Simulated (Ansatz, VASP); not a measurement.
## CoO: VASP beside Ansatz

```
Co O
1.0
     0.00000    2.24997    2.24997
     2.24997    0.00000    2.24997
     2.24997    2.24997    0.00000
Co O
1 1
Direct
  0.00000 0.00000 0.00000
  0.25000 0.25000 0.25000
```

Alike in both runs: task single point; functional PBE; k mesh 16 × 16 × 16; occupations gaussian, width 0.05 eV; collinear spin; Hubbard terms Co d U = 5.0 eV.

|  | VASP | Ansatz |
| --- | --- | --- |
| version | VASP 6.6.1 | Ansatz 0.2.0 |
| potentials or method | VASP PAW PBE potentials, release 64 (Co, O), cutoff 520 eV | scalar-relativistic, plane waves, PAW |
| valence electrons in the cell | 15 | 23 |

```tsv
	VASP	Ansatz	Ansatz less VASP
gap on the k mesh at the Fermi level (eV)	0.87	0.60	-0.270
least direct gap on the mesh (eV)	0.87	0.60	-0.270
pressure (GPa)	13.0	17.1	+4.15
net moment per atom (μB)	1.50	1.50	0.000
size of the moment on the site where the two differ most (μB)	2.76	2.47	-0.292
```

Site moments also hang on the region over which each program counts them. The programs project onto different local orbitals, so the same U acts differently, and such runs can settle in different states. VASP's potentials hold 15 valence electrons a cell and Ansatz's 23, so a difference there can come from the potentials and not from the codes.
